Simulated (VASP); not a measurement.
SnO2, 12 atoms in the cell. Symmetry: Fd-3m, No. 227, cubic system. The conventional cell has a = 9.047 Å, b = 9.047 Å, c = 9.047 Å, α = 90.00°, β = 90.00°, γ = 90.00°. Within 2.8 Å of Sn (site symmetry -3m) lie 6 O at 2.13 Å. O (site symmetry 3m) has 3 Sn at 2.13 Å and 3 O at 2.80 Å within 2.8 Å. 

```yaml
Program: VASP 6.6.1
Task: relaxation of cell and atoms
Functional: LDA
Potentials_or_basis: VASP PAW LDA potentials, release 64 (Sn_d, O)
Cutoff: 600 eV
k_mesh: 4 × 4 × 4
Occupations: gaussian, width 0.1 eV
Spin: no spin polarisation
Dipole_correction: no
Further_INCAR_settings: ALGO = Normal; EDIFF = 1e-07; IBRION = 2; EDIFFG = -0.05; NSW = 100; ISIF = 3
```

Potentials or basis: VASP PAW LDA potentials, release 64 (Sn_d, O).

The run is started by

```sh
$ cat potpaw_LDA.64/Sn_d/POTCAR potpaw_LDA.64/O/POTCAR > POTCAR
$ mpirun -np 1 vasp_std > vasp.out
```

Hardware: 1 thread of Intel Xeon 8259CL, on a shared host.

Task: How long does it take, and how much memory?

Result: Wall time 22 min on 1 thread of Intel Xeon 8259CL, on a shared host, peak memory 0.37 GiB. Counts: scf iterations 66, k points 8, ion steps 6.
